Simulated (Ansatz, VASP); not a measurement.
# Be2Se: VASP beside Ansatz

```xyz
6
Lattice="3.4215 0.0000 0.0000 -1.7108 2.9631 0.0000 0.0000 0.0000 8.3032" Properties=species:S:1:pos:R:3 pbc="T T T"
Be    0.0000    1.9754    4.8300
Be    1.7108    0.9877    0.6784
Be    0.0000    1.9754    7.6248
Be    1.7108    0.9877    3.4732
Se    0.0000    1.9754    2.0758
Se    1.7108    0.9877    6.2274
```

Alike in both runs: functional PBE; k mesh 6 × 6 × 2; occupations gaussian, width 0.1 eV; no spin polarisation.

Ansatz relaxed the structure, and its values are those at the end. VASP's run is a single point on that final structure, the one shown.

|  | VASP | Ansatz |
| --- | --- | --- |
| version | VASP 6.6.1 | Ansatz 0.2.0 |
| potentials or method | VASP PAW PBE potentials, release 64 (Be, Se), cutoff 520 eV | scalar-relativistic, plane waves, PAW |
| valence electrons in the cell | 20 | 40 |

Ansatz gave:

```
gap on the k mesh at the Fermi level (eV) : none
pressure (GPa)                            : 0.1
rms of the force components (eV/Å)        : 0.001
```

Question: What did VASP give for the same quantities?

Answer: gap on the k mesh at the Fermi level (eV): none; pressure (GPa): 0.2; rms of the force components (eV/Å): 0.004.

A gap of «none» marks a metal or a gap that the smearing closes. VASP's potentials hold 20 valence electrons a cell and Ansatz's 40, so a difference there can come from the potentials and not from the codes.

The k mesh is coarse, so the values compare programs but aren't converged.
